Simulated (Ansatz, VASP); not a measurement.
AlAs in VASP and in Ansatz

File INCAR:

```
SYSTEM = AlAs
ALGO = Normal ; EDIFF = 1E-6
ENCUT = 500 ; GGA = PS
GGA_COMPAT = .False. ; ISIF = 2
ISMEAR = 0 ; IVDW = 13
LASPH = .True. ; LCHARG = .False.
LREAL = .False. ; LWAVE = .False.
NBANDS = 11 ; NELM = 120
PREC = Accurate ; SIGMA = 0.1
```

The input KPOINTS:

```
k-points
0
Gamma
  4 4 4
  0 0 0
```

File POSCAR:

```
AlAs
1.0
    0.0000000000      2.7611102864      2.7611102864
    2.7611102864      0.0000000000      2.7611102864
    2.7611102864      2.7611102864      0.0000000000
Al As
1 1
Direct
    0.0000000000      0.0000000000      0.0000000000
    0.7500000000      0.7500000000      0.7500000000
```

Input for Ansatz:

```yaml
crystal:
  lattice:
    - [0.0, 2.7611102864, 2.7611102864]
    - [2.7611102864, 0.0, 2.7611102864]
    - [2.7611102864, 2.7611102864, 0.0]
  atoms:
    - { symbol: Al, position: [0.0, 0.0, 0.0] }
    - { symbol: As, position: [0.75, 0.75, 0.75] }
basis:
  ecutwfc: 420
kpoints:
  mp_grid: { grid: [4, 4, 4] }
hamiltonian:
  xc: pbesol
  dispersion: d4
scf:
  occupations: { method: gaussian, width: 0.1 }
  max_iter: 50
output:
  forces: true
  stress: true
  eigenvalues: true
```

Alike in both runs: task single point; functional PBEsol; dispersion D4; k mesh 4 × 4 × 4; occupations gaussian, width 0.1 eV; no spin polarisation.

```csv
,VASP,Ansatz
version,VASP 6.6.1,Ansatz 0.2.0
potentials or method,"VASP PAW PBE potentials, release 64 (Al, As), cutoff 500 eV","scalar-relativistic, plane waves, PAW"
valence electrons in the cell,8,18
```

VASP gave:

- gap on the k mesh at the Fermi level (eV): 1.15
- least direct gap on the mesh (eV): 2.56
- pressure (GPa): 6.4

Q: Which values does Ansatz return?

A: gap on the k mesh at the Fermi level (eV): 1.16; least direct gap on the mesh (eV): 2.54; pressure (GPa): 6.0.

VASP's potentials were made for PBE, not for PBEsol. VASP's potentials hold 8 valence electrons a cell and Ansatz's 18, so a difference there can come from the potentials and not from the codes.

The k mesh is coarse, so the values compare programs but aren't converged.
